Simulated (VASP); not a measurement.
# InSb (I-4m2) in VASP: single point with PBEsol

Aim: the single point of InSb with PBEsol.

Program: VASP 6.6.1. These are calculated values, not measurements. Logs are shortened: lines on timing, memory, paths and dates and some standing lists are left out, and cuts for length are marked.

**1. The cell of the first run**

It takes space group I-4m2 (No. 119, tetragonal). Conventional cell: a = 4.338 Å, b = 4.338 Å, c = 7.363 Å, α = 90.00°, β = 90.00°, γ = 90.00°. Within 3.7 Å of In (site symmetry -4m2) lie 4 Sb at 2.84 Å. Sb (site symmetry -4m2) has 4 In at 2.84 Å within 3.7 Å.

**2. Single point, PBEsol**

INCAR reads:

```
PREC     = Accurate       # precision mode
ENCUT    = 520            # plane-wave cutoff, eV
EDIFF    = 1E-6           # SCF threshold, eV
ISMEAR   = 0              # smearing method
SIGMA    = 0.15           # smearing width, eV
LREAL    = F              # projectors in reciprocal space
LASPH    = T              # aspherical terms in the spheres
NELM     = 60             # most SCF steps
ALGO     = Normal         # electronic algorithm
ISIF     = 2              # what is computed and relaxed
LWAVE    = F              # write WAVECAR
LCHARG   = F              # write CHGCAR
GGA      = PS             # functional
NBANDS   = 16             # bands
```

KPOINTS reads:

```
Automatic mesh
0
Gamma
  18 18 18
```

POSCAR reads:

```
InSb
1.0
    0.0000000000      3.0677107021      3.6812528426
    3.0677107021      0.0000000000      3.6812528426
    3.0677107021      3.0677107021      0.0000000000
In Sb
1 1
Direct
    0.0000000000      0.0000000000      0.0000000000
    0.7500000000      0.7500000000      0.7500000000
```

Potentials or basis: VASP PAW PBE potentials, release 64 (In_d, Sb).

Run with:

```sh
cat potpaw_PBE.64/In_d/POTCAR potpaw_PBE.64/Sb/POTCAR > POTCAR
mpirun -np 1 vasp_std > vasp.out
```

OUTCAR:

```text
PREC = Accurate
   ENCUT = 520
   EDIFF = 1E-6
   ISMEAR = 0
   LREAL = F
   LASPH = T
   NELM = 60
   ISIF = 2
   GGA = PS

 ion  position               nearest neighbor table
   1  0.000  0.000  0.000-   2 2.84   2 2.84   2 2.84   2 2.84
   2  0.750  0.750  0.750-   1 2.84   1 2.84   1 2.84   1 2.84

  LATTYP: Found a body centered tetragonal cell.
 ALAT       =     4.3383980803
 C/A-ratio  =     1.6970562749

  Lattice vectors:

 A1 = (  -3.0677107021,   0.0000000000,   3.6812528426)
 A2 = (   3.0677107021,   0.0000000000,   3.6812528426)
 A3 = (   0.0000000000,   3.0677107021,  -3.6812528426)

Analysis of symmetry for initial positions (statically):
=====================================================================
 Subroutine PRICEL returns:
 Original cell was already a primitive cell.

 Routine SETGRP: Setting up the symmetry group for a
 body centered tetragonal supercell.

 Subroutine GETGRP returns: Found  8 space group operations
 (whereof  8 operations were pure point group operations)
 out of a pool of 16 trial point group operations.

The static configuration has the point symmetry D_2d.

Analysis of symmetry for dynamics (positions and initial velocities):
=====================================================================
 Subroutine PRICEL returns:
 Original cell was already a primitive cell.

 Routine SETGRP: Setting up the symmetry group for a
 body centered tetragonal supercell.

 Subroutine GETGRP returns: Found  8 space group operations
 (whereof  8 operations were pure point group operations)
 out of a pool of 16 trial point group operations.

The dynamic configuration has the point symmetry D_2d.

 Subroutine INISYM returns: Found  8 space group operations
 (whereof  8 operations are pure point group operations),
 and found     1 'primitive' translations

----------------------------------------------------------------------------------------

                                     Primitive cell

  volume of cell :      69.2874

  direct lattice vectors                    reciprocal lattice vectors
     0.000000000  3.067710702  3.681252843    -0.162987990  0.162987990  0.135823325
     3.067710702  0.000000000  3.681252843     0.162987990 -0.162987990  0.135823325
     3.067710702  3.067710702  0.000000000     0.162987990  0.162987990 -0.135823325

  length of vectors
     4.791917303  4.791917303  4.338398080     0.267540922  0.267540922  0.267540922

  position of ions in fractional coordinates (direct lattice)
     0.000000000  0.000000000  0.000000000
     0.750000000  0.750000000  0.750000000

  ion indices of the primitive-cell ions
   primitive index   ion index
                 1           1
                 2           2

----------------------------------------------------------------------------------------

 KPOINTS: Automatic mesh

Automatic generation of k-mesh.
 Grid dimensions read from file:
 generate k-points for:   18   18   18

 Generating k-lattice:

  Cartesian coordinates                     Fractional coordinates (reciprocal lattice)
    -0.009054888  0.009054888  0.007545740     0.055555556  0.000000000  0.000000000
     0.009054888 -0.009054888  0.007545740     0.000000000  0.055555556  0.000000000
     0.009054888  0.009054888 -0.007545740     0.000000000  0.000000000  0.055555556

  Length of vectors
     0.014863385  0.014863385  0.014863385

  Shift w.r.t. Gamma in fractional coordinates (k-lattice)
     0.000000000  0.000000000  0.000000000

 Subroutine IBZKPT returns following result:
 ===========================================

 Found    480 irreducible k-points:

 Following reciprocal coordinates:
            Coordinates               Weight
  0.000000  0.000000  0.000000      1.000000
  0.055556  0.000000  0.000000      8.000000
  0.111111  0.000000  0.000000      8.000000
  0.166667  0.000000  0.000000      8.000000
  0.222222 -0.000000  0.000000      8.000000
  0.277778  0.000000  0.000000      8.000000
[... 16 lines left out ...]
 -0.277778  0.055556  0.000000      8.000000
 -0.222222  0.055556  0.000000      8.000000
 [... further k-points ...]
   k-points           NKPTS =    480   k-points in BZ     NKDIM =    480   number of bands    NBANDS=     16
   number of dos      NEDOS =    301   number of ions     NIONS =      2
   total plane-waves  NPLWV =  41472
   dimension x,y,z NGX =    36 NGY =   36 NGZ =   32
   dimension x,y,z NGXF=    72 NGYF=   72 NGZF=   64
   ions per type =               1   1
   NGX,Y,Z   is equivalent  to a cutoff of  12.49, 12.49, 12.26 a.u.
   NGXF,Y,Z  is equivalent  to a cutoff of  24.98, 24.98, 24.52 a.u.
 SYSTEM =  unknown system
   PREC   = accura    normal or accurate (medium, high low for compatibility)
   ISTART =      0    job   : 0-new  1-cont  2-samecut
   ICHARG =      2    charge: 1-file 2-atom 10-const
   ISPIN  =      1    spin polarized calculation?
   LNONCOLLINEAR =      F non collinear calculations
   LSORBIT =      F    spin-orbit coupling
   LASPH  =      T    aspherical Exc in radial PAW
   ENCUT  =  520.0 eV  38.22 Ry    6.18 a.u.   8.91  8.91  8.07*2*pi/ulx,y,z
   NELM   =     60;   NELMIN=  2; NELMDL= -5     # of ELM steps
   EDIFF  = 0.1E-05   stopping-criterion for ELM
   LREAL  =      F    real-space projection
   EDIFFG = 0.1E-04   stopping-criterion for IOM
   NSW    =      0    number of steps for IOM
   IBRION =     -1    ionic relax: 0-MD 1-quasi-New 2-CG
   NFREE  =      0    steps in history (QN), initial steepest desc. (CG)
   ISIF   =      2    stress and relaxation
   ISYM   =      2    0-nonsym 1-usesym 2-fastsym
   POTIM  = 0.5000    time-step for ionic-motion
   TEBEG  =    0.0;   TEEND  =   0.0 temperature during run
   PSTRESS=    0.0 pullay stress
   NELECT =      18.0000    total number of electrons
   NUPDOWN=      -1.0000    fix difference up-down
   EMIN   =  10.00;   EMAX   =-10.00  energy-range for DOS
   EFERMI =   0.00;   METHOD = LEGACY
   ISMEAR =     0;   SIGMA  =   0.15  broadening in eV -4-tet -1-fermi 0-gaus
   EFERMI_NEDOS =   21; number of points for ismear=-14 and -15
   IALGO  =     38    algorithm
   IMIX   =      4    mixing-type and parameters
     AMIX     =   0.40;   BMIX     =  1.00
     AMIX_MAG =   1.60;   BMIX_MAG =  1.00
  volume/ion in A,a.u.               =      34.64       233.79
  Fermi-wavevector in a.u.,A,eV,Ry     =   1.044594  1.973996 14.846359  1.091177
  Thomas-Fermi vector in A             =   2.179353
   LORBIT       =      0    0 simple, 1 ext, 2 COOP (PROOUT), +10 PAW based schemes
   GGA     = PS    functional components
   LHFCALC =     F    Hartree Fock is set to
   AEXX    =    0.0000 exact exchange contribution
   IVDW    =     0    specifies the selected vdW correction
   LEPSILON=     F    determine dielectric tensor
   LRPA    =     F    only Hartree local field effects (RPA)
 non-spin polarized calculation
 Gauss-broadening in eV      SIGMA  =   0.15
  energy-cutoff  :      520.00
  volume of cell :       69.29
 maximum number of plane-waves:      1892
   NGX = 17   NGY = 17   NGZ = 17

 number of electron      17.9999997 magnetization

 Free energy of the ion-electron system (eV)
  ---------------------------------------------------
  ext. energy  EPLUGINS =         0.00000000
  ---------------------------------------------------
  free energy    TOTEN  =        -7.54078205 eV

  energy without entropy =       -7.53892302  energy(sigma->0) =       -7.53985253

 E-fermi :   5.0405     XC(G=0):  -8.8206

 val. band max:        5.0136827180   @ k =   0.0556   0.0556   0.0000
 cond. band min:       5.0598999156   @ k =  -0.1111   0.1111   0.0000
 fundamental gap:      0.0462171975
 Fermi energy:         5.0404535853

 k-point     1 :       0.0000    0.0000    0.0000
  band No.  band energies     occupation
      1      -9.7587      2.00000
      2      -9.7194      2.00000
      3      -9.7194      2.00000
      4      -9.6683      2.00000
      5      -9.6550      2.00000
      6      -5.8024      2.00000
[... 8 lines left out ...]
     15      11.4328      0.00000
     16      11.9701      0.00000

 k-point     2 :       0.0556    0.0000    0.0000
  band No.  band energies     occupation
      1      -9.7582      2.00000
      2      -9.7206      2.00000
      3      -9.7189      2.00000
      4      -9.6686      2.00000
      5      -9.6547      2.00000
      6      -5.7749      2.00000
[... 8 lines left out ...]
     15      11.3180      0.00000
     16      12.2544      0.00000

 k-point     3 :       0.1111    0.0000    0.0000
  band No.  band energies     occupation
      1      -9.7570      2.00000
      2      -9.7238      2.00000
      3      -9.7175      2.00000
      4      -9.6693      2.00000
      5      -9.6537      2.00000
      6      -5.6930      2.00000
[... 8 lines left out ...]
     15      11.3529      0.00000
     16      12.8322      0.00000

 k-point     4 :       0.1667    0.0000    0.0000
  band No.  band energies     occupation
      1      -9.7559      2.00000
      2      -9.7279      2.00000
      3      -9.7153      2.00000
      4      -9.6703      2.00000
      5      -9.6520      2.00000
      6      -5.5598      2.00000
[... 8 lines left out ...]
     15      11.7834      0.00000
     16      12.9156      0.00000
[... 324 lines left out ...]
 k-point    22 :      -0.3333    0.0556    0.0000
  band No.  band energies     occupation
      1      -9.7670      2.00000
      2      -9.7307      2.00000
      3      -9.7074      2.00000
      4      -9.6746      2.00000
      5      -9.6433      2.00000
      6      -4.8118      2.00000
[... 8 lines left out ...]
     15      12.3865      0.00000
     16      13.9936      0.00000

 k-point    23 :      -0.2778    0.0556    0.0000
  band No.  band energies     occupation
      1      -9.7604      2.00000
      2      -9.7334      2.00000
      3      -9.7095      2.00000
      4      -9.6741      2.00000
      5      -9.6457      2.00000
      6      -5.0426      2.00000
[... 8 lines left out ...]
     15      12.2143      0.00000
     16      13.3295      0.00000

 k-point    24 :      -0.2222    0.0556    0.0000
  band No.  band energies     occupation
      1      -9.7535      2.00000
      2      -9.7361      2.00000
      3      -9.7121      2.00000
      4      -9.6731      2.00000
      5      -9.6483      2.00000
      6      -5.2666      2.00000
[... 8 lines left out ...]
     15      12.2425      0.00000
     16      12.7344      0.00000

 [... further k-points ...]

------------------------ aborting loop because EDIFF is reached ----------------------------------------

  FORCE on cell =-STRESS in cart. coord.  units (eV):
  Direction    XX          YY          ZZ          XY          YZ          ZX
  --------------------------------------------------------------------------------------
  -------------------------------------------------------------------------------------
  Total        0.8064551      0.8064551     -1.9717523      0.0000000      0.0000000      0.0000000
  in kB       18.6481755     18.6481755    -45.5940839      0.0000000      0.0000000      0.0000000
  external PRESSURE =      -2.7659110 kB  Pullay stress =       0.0000000 kB

 VOLUME and BASIS-vectors are now :
 -----------------------------------------------------------------------------
  energy-cutoff  :      520.00
  volume of cell :       69.29
      direct lattice vectors                 reciprocal lattice vectors
     0.000000000  3.067710702  3.681252843    -0.162987990  0.162987990  0.135823325
     3.067710702  0.000000000  3.681252843     0.162987990 -0.162987990  0.135823325
     3.067710702  3.067710702  0.000000000     0.162987990  0.162987990 -0.135823325

 POSITION                                       TOTAL-FORCE (eV/Angst)
 -----------------------------------------------------------------------------------
      0.00000      0.00000      0.00000         0.000000     -0.000000      0.000000
      4.60157      4.60157      5.52188        -0.000000      0.000000      0.000000
 -----------------------------------------------------------------------------------
    total drift:                               -0.000002     -0.000002      0.000001

  FREE ENERGIE OF THE ION-ELECTRON SYSTEM (eV)
  ---------------------------------------------------
  free  energy   TOTEN  =        -7.5407820461 eV

  energy  without entropy=       -7.5389230238  energy(sigma->0) =       -7.53985253
```

It took 6.5 min on 1 thread of Intel Xeon Platinum 8259CL at 2.50GHz (Skylake/Cascade Lake), shared host; peak memory 0.64 GiB.

Results:

| Property | Result |
| --- | --- |
| Free energy | -7.5408 eV |
| Pressure | -0.3 GPa |
| Band gap on the k mesh | zero (bands 9 and 10 overlap by 0.27 eV) |

Levels at points of the mesh, in eV from the Fermi level:
| k point | band 5 | band 6 | band 7 | band 8 | band 9 | band 10 | band 11 | band 12 | band 13 | band 14 |
| --- | --- | --- | --- | --- | --- | --- | --- | --- | --- | --- |
| (0.00, 0.00, 0.00) | -14.70 | -10.84 | -1.05 | -0.89 | 0.09 | 0.09 | 2.69 | 2.69 | 3.09 | 5.29 |
| (0.50, 0.00, 0.00) | -14.68 | -9.52 | -5.80 | -1.85 | -0.56 | -0.19 | 3.52 | 3.99 | 5.91 | 7.28 |
| (0.50, 0.50, 0.00) | -14.70 | -9.30 | -6.61 | -1.77 | -1.77 | 1.71 | 1.91 | 7.38 | 7.50 | 7.50 |
| (0.50, 0.00, 0.50) | -14.68 | -8.77 | -5.80 | -2.74 | -2.64 | 0.59 | 0.75 | 6.53 | 6.88 | 7.68 |

Caveat: semilocal functionals underestimate gaps, so a narrow gap can read as zero; the PAW data sets were made with another functional, which shifts forces and pressure a little; spin-orbit coupling is left out, which moves the levels of the heavy elements.
